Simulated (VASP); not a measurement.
# AlN (P6_3mc) in VASP: relaxation of volume and atoms at fixed shape with PBE

Aim: the relaxation of volume and atoms at fixed shape of AlN with PBE.

Program: VASP 6.6.1. These are calculated values, not measurements. Logs are shortened: lines on timing, memory, paths and dates and some standing lists are left out, and cuts for length are marked.

## Step 1: The cell of the first run

It takes space group P6_3mc (No. 186, hexagonal). The conventional cell has a = 3.389 Å, b = 3.389 Å, c = 3.728 Å, α = 90.00°, β = 90.00°, γ = 120.00°. Within 2.4 Å of Al (site symmetry 3m) lie 5 N at 1.83 to 1.96 Å. N (site symmetry 3m) has 5 Al at 1.83 to 1.96 Å within 2.4 Å.

## Step 2: Relaxation of volume and atoms at fixed shape, PBE, target pressure 13 GPa, at which the enthalpy is minimised

INCAR reads:

```
SYSTEM = AlN
PREC     = Accurate       ! precision mode
ENCUT    = 600            ! plane-wave cutoff, eV
EDIFF    = 1E-7           ! SCF threshold, eV
ISMEAR   = 0              ! smearing method
SIGMA    = 0.01           ! smearing width, eV
LREAL    = .False.        ! projectors in reciprocal space
LASPH    = .True.         ! aspherical terms in the spheres
NELM     = 120            ! most SCF steps
ALGO     = Normal         ! electronic algorithm
ISIF     = 8              ! what is computed and relaxed
LWAVE    = .False.        ! write WAVECAR
LCHARG   = .False.        ! write CHGCAR
GGA      = PE             ! functional
IBRION   = 2              ! ionic algorithm
NSW      = 70             ! ionic steps
EDIFFG   = -0.01          ! ionic threshold
PSTRESS  = 130.0        
GGA_COMPAT= .False.      
NELMIN   = 4
```

KPOINTS reads:

```
regular mesh
0
Gamma
  9 9 7
  0 0 0
```

POSCAR reads:

```
AlN
1.0
    1.6945695579     -2.9349944743      0.0000000000
    1.6945695579      2.9349944743      0.0000000000
    0.0000000000      0.0000000000      3.7280530274
Al N
2 2
Direct
    0.0000000000      0.0000000000      0.0000000000
    0.6666666667      0.3333333333      0.5000000000
    0.0000000000      0.0000000000      0.4920000000
    0.6666666667      0.3333333333      0.9920000000
```

Potentials or basis: VASP PAW PBE potentials, release 64 (Al, N).

The run is started by

```
$ cat potpaw_PBE.64/Al/POTCAR potpaw_PBE.64/N/POTCAR > POTCAR
$ mpirun -np 1 vasp_std > vasp.out
```

OUTCAR:

```text
SYSTEM = AlN
   PREC = Accurate
   ENCUT = 600
   EDIFF = 1E-7
   ISMEAR = 0
   LREAL = .False.
   LASPH = .True.
   NELM = 120
   ISIF = 8
   GGA = PE
   IBRION = 2
   NSW = 70
   EDIFFG = -0.01
   PSTRESS = 130.0
   NELMIN = 4

 ion  position               nearest neighbor table
   1  0.000  0.000  0.000-   3 1.83   3 1.89   4 1.96   4 1.96   4 1.96   2 2.70   2 2.70   2 2.70
                             2 2.70   2 2.70   2 2.70
   2  0.667  0.333  0.500-   4 1.83   4 1.89   3 1.96   3 1.96   3 1.96   1 2.70   1 2.70   1 2.70
                             1 2.70   1 2.70   1 2.70
   3  0.000  0.000  0.492-   1 1.83   1 1.89   2 1.96   2 1.96   2 1.96
   4  0.667  0.333  0.992-   2 1.83   2 1.89   1 1.96   1 1.96   1 1.96

  LATTYP: Found a base centered orthorhombic cell.
 ALAT       =     3.3891391158
 B/A-ratio  =     1.7320000000
 C/A-ratio  =     1.1000000000

  Lattice vectors:

 A1 = (   1.6945695579,  -2.9349944743,   0.0000000000)
 A2 = (   1.6945695579,   2.9349944743,   0.0000000000)
 A3 = (   0.0000000000,   0.0000000000,   3.7280530274)

Analysis of symmetry for initial positions (statically):
=====================================================================
 Subroutine PRICEL returns:
 Original cell was already a primitive cell.

 Routine SETGRP: Setting up the symmetry group for a
 base centered orthorhombic supercell.

 Subroutine GETGRP returns: Found  4 space group operations
 (whereof  2 operations were pure point group operations)
 out of a pool of  8 trial point group operations.

The static configuration has the point symmetry C_1h.
 The point group associated with its full space group is C_2v.

Analysis of symmetry for dynamics (positions and initial velocities):
=====================================================================
 Subroutine PRICEL returns:
 Original cell was already a primitive cell.

 Routine SETGRP: Setting up the symmetry group for a
 base centered orthorhombic supercell.

 Subroutine GETGRP returns: Found  4 space group operations
 (whereof  2 operations were pure point group operations)
 out of a pool of  8 trial point group operations.

The dynamic configuration has the point symmetry C_1h.
 The point group associated with its full space group is C_2v.

 Subroutine INISYM returns: Found  4 space group operations
 (whereof  2 operations are pure point group operations),
 and found     1 'primitive' translations

----------------------------------------------------------------------------------------

                                     Primitive cell

  volume of cell :      37.0833

  direct lattice vectors                    reciprocal lattice vectors
     1.694569558 -2.934994474  0.000000000     0.295060181 -0.170358072  0.000000000
     1.694569558  2.934994474  0.000000000     0.295060181  0.170358072  0.000000000
     0.000000000  0.000000000  3.728053027     0.000000000  0.000000000  0.268236528

  length of vectors
     3.389064554  3.389064554  3.728053027     0.340708648  0.340708648  0.268236528

  position of ions in fractional coordinates (direct lattice)
     0.000000000  0.000000000  0.000000000
     0.666666667  0.333333333  0.500000000
     0.000000000  0.000000000  0.492000000
     0.666666667  0.333333333  0.992000000

  ion indices of the primitive-cell ions
   primitive index   ion index
                 1           1
                 2           2
                 3           3
                 4           4

----------------------------------------------------------------------------------------

 KPOINTS: regular mesh

Automatic generation of k-mesh.
 Grid dimensions read from file:
 generate k-points for:    9    9    7

 Generating k-lattice:

  Cartesian coordinates                     Fractional coordinates (reciprocal lattice)
     0.032784465 -0.018928675  0.000000000     0.111111111  0.000000000  0.000000000
     0.032784465  0.018928675  0.000000000     0.000000000  0.111111111  0.000000000
     0.000000000  0.000000000  0.038319504     0.000000000  0.000000000  0.142857143

  Length of vectors
     0.037856516  0.037856516  0.038319504

  Shift w.r.t. Gamma in fractional coordinates (k-lattice)
     0.000000000  0.000000000  0.000000000

 Subroutine IBZKPT returns following result:
 ===========================================

 Found    100 irreducible k-points:

 Following reciprocal coordinates:
            Coordinates               Weight
  0.000000  0.000000  0.000000      1.000000
  0.111111  0.000000  0.000000      4.000000
  0.222222 -0.000000  0.000000      4.000000
  0.333333  0.000000  0.000000      4.000000
  0.444444 -0.000000  0.000000      4.000000
  0.111111  0.111111  0.000000      2.000000
[... 16 lines left out ...]
 -0.333333  0.333333  0.000000      2.000000
  0.444444  0.444444  0.000000      2.000000
 [... further k-points ...]
   k-points           NKPTS =    100   k-points in BZ     NKDIM =    100   number of bands    NBANDS=     12
   number of dos      NEDOS =    301   number of ions     NIONS =      4
   total plane-waves  NPLWV =  23520
   dimension x,y,z NGX =    28 NGY =   28 NGZ =   30
   dimension x,y,z NGXF=    56 NGYF=   56 NGZF=   60
   ions per type =               2   2
   NGX,Y,Z   is equivalent  to a cutoff of  13.74, 13.74, 13.38 a.u.
   NGXF,Y,Z  is equivalent  to a cutoff of  27.47, 27.47, 26.76 a.u.
 SYSTEM =  AlN
   PREC   = accura    normal or accurate (medium, high low for compatibility)
   ISTART =      0    job   : 0-new  1-cont  2-samecut
   ICHARG =      2    charge: 1-file 2-atom 10-const
   ISPIN  =      1    spin polarized calculation?
   LNONCOLLINEAR =      F non collinear calculations
   LSORBIT =      F    spin-orbit coupling
   LASPH  =      T    aspherical Exc in radial PAW
   ENCUT  =  600.0 eV  44.10 Ry    6.64 a.u.   6.77  6.77  7.45*2*pi/ulx,y,z
   NELM   =    120;   NELMIN=  4; NELMDL= -5     # of ELM steps
   EDIFF  = 0.1E-06   stopping-criterion for ELM
   LREAL  =      F    real-space projection
   EDIFFG = -.1E-01   stopping-criterion for IOM
   NSW    =     70    number of steps for IOM
   IBRION =      2    ionic relax: 0-MD 1-quasi-New 2-CG
   NFREE  =      1    steps in history (QN), initial steepest desc. (CG)
   ISIF   =      8    stress and relaxation
   ISYM   =      2    0-nonsym 1-usesym 2-fastsym
   POTIM  = 0.5000    time-step for ionic-motion
   TEBEG  =    0.0;   TEEND  =   0.0 temperature during run
   PSTRESS=  130.0 pullay stress
   NELECT =      16.0000    total number of electrons
   NUPDOWN=      -1.0000    fix difference up-down
   EMIN   =  10.00;   EMAX   =-10.00  energy-range for DOS
   EFERMI =   0.00;   METHOD = LEGACY
   ISMEAR =     0;   SIGMA  =   0.01  broadening in eV -4-tet -1-fermi 0-gaus
   EFERMI_NEDOS =   21; number of points for ismear=-14 and -15
   IALGO  =     38    algorithm
   IMIX   =      4    mixing-type and parameters
     AMIX     =   0.40;   BMIX     =  1.00
     AMIX_MAG =   1.60;   BMIX_MAG =  1.00
  volume/ion in A,a.u.               =       9.27        62.56
  Fermi-wavevector in a.u.,A,eV,Ry     =   1.237054  2.337693 20.821022  1.530302
  Thomas-Fermi vector in A             =   2.371637
   LORBIT       =      0    0 simple, 1 ext, 2 COOP (PROOUT), +10 PAW based schemes
   GGA     = PE    functional components
   LHFCALC =     F    Hartree Fock is set to
   AEXX    =    0.0000 exact exchange contribution
   IVDW    =     0    specifies the selected vdW correction
   LEPSILON=     F    determine dielectric tensor
   LRPA    =     F    only Hartree local field effects (RPA)
 conjugate gradient relaxation of ions
 non-spin polarized calculation
 Gauss-broadening in eV      SIGMA  =   0.01
  energy-cutoff  :      600.00
  volume of cell :       37.08
 maximum number of plane-waves:      1251
   NGX = 13   NGY = 13   NGZ = 15

--------------------------------------- Ionic step        1  -------------------------------------------

 number of electron      15.9999999 magnetization

 Free energy of the ion-electron system (eV)
  ---------------------------------------------------
  ext. energy  EPLUGINS =         0.00000000
  ---------------------------------------------------
  free energy    TOTEN  =       -28.76828148 eV

  energy without entropy =      -28.76828148  energy(sigma->0) =      -28.76828148

------------------------ aborting loop because EDIFF is reached ----------------------------------------

  FORCE on cell =-STRESS in cart. coord.  units (eV):
  Direction    XX          YY          ZZ          XY          YZ          ZX
  --------------------------------------------------------------------------------------
  -------------------------------------------------------------------------------------
  Total        1.4477748      1.4496160     11.8539189      0.0000000      0.0000000      0.0000000
  in kB       62.5507937     62.6303424    512.1459804      0.0000000      0.0000000      0.0000000
  external PRESSURE =      82.4423722 kB  Pullay stress =     130.0000000 kB
[... 185 lines left out ...]
  enthalpy is  TOTEN    =       -25.8060631361 eV   P V=        3.0974407878

--------------------------------------- Ionic step        6  -------------------------------------------

 number of electron      16.0000001 magnetization

 Free energy of the ion-electron system (eV)
  ---------------------------------------------------
  ext. energy  EPLUGINS =         0.00000000
  ---------------------------------------------------
  free energy    TOTEN  =       -28.90516806 eV

  energy without entropy =      -28.90516806  energy(sigma->0) =      -28.90516806

 E-fermi :   7.7161     XC(G=0): -11.2968

 val. band max:        7.6597460038   @ k =   0.0000   0.0000   0.0000
 cond. band min:      11.5866687339   @ k =   0.0000   0.0000   0.0000
 fundamental gap:      3.9269227301
 Fermi energy:         7.7161241881

 k-point     1 :       0.0000    0.0000    0.0000
  band No.  band energies     occupation
      1      -8.8515      2.00000
      2      -4.4100      2.00000
      3       1.5930      2.00000
      4       4.4599      2.00000
      5       4.4601      2.00000
      6       6.8854      2.00000
      7       6.8855      2.00000
      8       7.6597      2.00000
      9      11.5867      0.00000
     10      12.8580      0.00000
     11      16.2239      0.00000
     12      16.2244      0.00000
[... 331 lines left out ...]
 k-point    24 :       0.4444    0.4444    0.0000
  band No.  band energies     occupation
      1      -6.9997      2.00000
      2      -5.7948      2.00000
      3       1.8628      2.00000
      4       3.4550      2.00000
      5       3.4873      2.00000
      6       4.9489      2.00000
      7       5.0079      2.00000
      8       7.3564      2.00000
      9      12.5466      0.00000
     10      15.5239      0.00000
     11      16.9236      0.00000
     12      17.5441      0.00000

 [... further k-points ...]

------------------------ aborting loop because EDIFF is reached ----------------------------------------

  FORCE on cell =-STRESS in cart. coord.  units (eV):
  Direction    XX          YY          ZZ          XY          YZ          ZX
  --------------------------------------------------------------------------------------
  -------------------------------------------------------------------------------------
  Total        0.0574750      0.0585165      9.2297102      0.0000000      0.0000000      0.0000000
  in kB        2.4109532      2.4546445    387.1668914      0.0000000      0.0000000      0.0000000
  external PRESSURE =       0.6774964 kB  Pullay stress =     130.0000000 kB
[... 19 lines left out ...]
  FREE ENERGIE OF THE ION-ELECTRON SYSTEM (eV)
  ---------------------------------------------------
  free  energy   TOTEN  =       -28.9051680619 eV

  energy  without entropy=      -28.9051680619  energy(sigma->0) =      -28.90516806

  enthalpy is  TOTEN    =       -25.8060850721 eV   P V=        3.0990829898

 reached required accuracy - stopping structural energy minimisation
```

Wall time 71 s (1 thread of AMD EPYC 9R45 (Zen 5), shared host); peak memory 0.16 GiB.

Results:

```
Free energy                                                : -28.9052 eV
Relaxed volume                                             : 9.55 Å³/atom
Relaxed cell                                               : a = 3.423 Å, b = 3.423 Å, c = 3.765 Å, α = 90.00°, β = 90.00°, γ = 120.00°
Space group after relaxing (to 0.1 Å)                      : P6_3/mmc (No. 194)
Energy change on relaxing (the run minimises the enthalpy) : -34.2 meV/atom
Ionic steps                                                : 6
Pressure after relaxing                                    : 13.1 GPa
Largest force after relaxing                               : 0.005 eV/Å
Band gap on the k mesh                                     : 3.93 eV
```

Forces in eV/Å, atoms in the order of the input:
```
Al   0.000  0.000 -0.005
Al   0.000  0.000 -0.005
N    0.000  0.000  0.005
N    0.000  0.000  0.005
```

Stress tensor (GPa, compression positive):
```
 0.24  0.00  0.00
 0.00  0.25  0.00
 0.00  0.00 38.72
```

Step by step:
| step | energy change (eV) | largest force (eV/Å) | pressure (GPa) | volume (Å³) |
| --- | --- | --- | --- | --- |
| 1 | 0.0000 | 0.6532 | 21.24 | 37.08 |
| 2 | -0.1960 | 0.5763 | 4.18 | 39.70 |
| 3 | -0.1409 | 0.0148 | 12.73 | 38.24 |
| 4 | -0.1390 | 0.0259 | 12.88 | 38.22 |
| 5 | -0.1352 | 0.0116 | 13.21 | 38.17 |
| 6 | -0.1369 | 0.0049 | 13.07 | 38.19 |

Final structure:
```cif
data_structure
_symmetry_space_group_name_H-M 'P 1'
_symmetry_Int_Tables_number 1
_cell_length_a 3.4226
_cell_length_b 3.4226
_cell_length_c 3.7649
_cell_angle_alpha 90.000
_cell_angle_beta 90.000
_cell_angle_gamma 119.999
_cell_volume 38.19
loop_
_atom_site_label
_atom_site_type_symbol
_atom_site_fract_x
_atom_site_fract_y
_atom_site_fract_z
_atom_site_occupancy
Al1 Al 0.00000 0.00000 0.99603 1
Al2 Al 0.66667 0.33333 0.49603 1
N1 N 0.00000 0.00000 0.49597 1
N2 N 0.66666 0.33334 0.99597 1
```

Caveat: the cell is relaxed towards a set pressure, so the run minimises the enthalpy, not the energy; an odd mesh through Γ misses points on the zone boundary, where band edges can lie.
